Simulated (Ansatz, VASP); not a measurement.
One calculation of TaN, two programs

```
Ta N
1.0
     0.00000   -2.18744   -2.18744
     0.00000    2.18744   -2.18744
     4.37489    0.00000    0.00000
Ta N
2 2
Direct
  0.51186 0.48814 0.97911
  0.98814 0.01186 0.52089
  0.48697 0.51303 0.45524
  0.01303 0.98697 0.04476
```

Change from the starting cell: mode 1 frozen in at -0.196 Å and mode 2 at -0.057 Å (largest displacements).

Alike in both runs: task single point; functional PBEsol; k mesh 14 × 14 × 10; occupations gaussian, width 0.15 eV; no spin polarisation.

|  | VASP | Ansatz |
| --- | --- | --- |
| version | VASP 6.6.1 | Ansatz 0.2.0 |
| potentials or method | VASP PAW PBE potentials, release 64 (Ta_pv, N), cutoff 520 eV | scalar-relativistic, plane waves, PAW |
| valence electrons in the cell | 32 | 36 |

Ansatz gave:

- gap on the k mesh at the Fermi level (eV): none
- pressure (GPa): 1.0
- traceless stress, the component that is largest in VASP (GPa): 15.09
- rms of the force components (eV/Å): 0.612

Task: What did VASP give for the same quantities?

Result: gap on the k mesh at the Fermi level (eV): none; pressure (GPa): 2.3; traceless stress, the component that is largest in VASP (GPa): 15.34; rms of the force components (eV/Å): 0.628.

VASP's potentials were made for PBE, not for PBEsol, and Ansatz warns of the same on its side. Atom by atom the forces differ by 0.019 eV/Å (rms over components). A gap of «none» marks a metal or a gap that the smearing closes. VASP's potentials hold 32 valence electrons a cell and Ansatz's 36, so a difference there can come from the potentials and not from the codes.

Neither program's run includes spin-orbit coupling.
